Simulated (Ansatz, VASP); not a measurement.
# Hf2As3 in VASP and in Ansatz

```
Hf As
1.0
     7.81103    0.00000    0.00000
     0.00000    7.81103    0.00000
     0.00000    0.00000    3.92412
Hf As
4 6
Direct
  0.38000 0.88000 0.00000
  0.12000 0.38000 0.00000
  0.62000 0.12000 0.00000
  0.88000 0.62000 0.00000
  0.00000 0.00000 0.00000
  0.50000 0.50000 0.00000
  0.18000 0.68000 0.50000
  0.32000 0.18000 0.50000
  0.82000 0.32000 0.50000
  0.68000 0.82000 0.50000
```

Alike in both runs: task relaxation of cell and atoms; functional PBE; k mesh 2 × 2 × 4; occupations gaussian, width 0.1 eV; no spin polarisation.

|  | VASP | Ansatz |
| --- | --- | --- |
| version | VASP 6.6.1 | Ansatz 0.2.0 |
| potentials or method | VASP PAW PBE potentials, release 64 (Hf_pv, As), cutoff 600 eV | scalar-relativistic, plane waves, PAW |
| valence electrons in the cell | 70 | 194 |

VASP gave:

- gap on the k mesh at the Fermi level, each at its own relaxed structure (eV): none
- relaxed volume (Å³/atom): 19.38
- relaxed cell length with the largest relative difference (Å): 7.357

Question: Estimate Ansatz's values.

Answer: gap on the k mesh at the Fermi level, each at its own relaxed structure (eV): none; relaxed volume (Å³/atom): 19.43; relaxed cell length with the largest relative difference (Å): 7.367.

A gap of «none» marks a metal or a gap that the smearing closes. VASP's potentials hold 70 valence electrons a cell and Ansatz's 194, so a difference there can come from the potentials and not from the codes.

The k mesh is coarse, so the values compare programs but aren't converged. Spin-orbit coupling is off throughout. Noted on VASP's run: the volume moved by over 15 % at a fixed basis, so the end points are rough.
